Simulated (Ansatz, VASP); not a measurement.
Rb in VASP and in Ansatz

```
Rb
1.0
     0.00000    3.63988    3.49429
     3.63988    0.00000    3.49429
     3.63988    3.63988    0.00000
Rb
1
Cartesian
  0.0000 0.0000 0.0000
```

Change from the starting cell: strain +0.000 along x and y, -0.040 along z, atoms carried along.

Alike in both runs: task single point; functional PBE; dispersion D3(BJ); k mesh 12 × 12 × 12; occupations gaussian, width 0.15 eV; no spin polarisation.

```csv
,VASP,Ansatz
version,VASP 6.6.1,Ansatz 0.2.0
potentials or method,"VASP PAW PBE potentials, release 64 (Rb_sv), cutoff 520 eV","scalar-relativistic, plane waves, PAW"
valence electrons in the cell,9,9
```

|  | VASP | Ansatz | Ansatz less VASP |
| --- | --- | --- | --- |
| gap on the k mesh at the Fermi level (eV) | none | none | - |
| pressure (GPa) | -0.2 | -0.2 | 0.00 |

A gap of «none» marks a metal or a gap that the smearing closes.
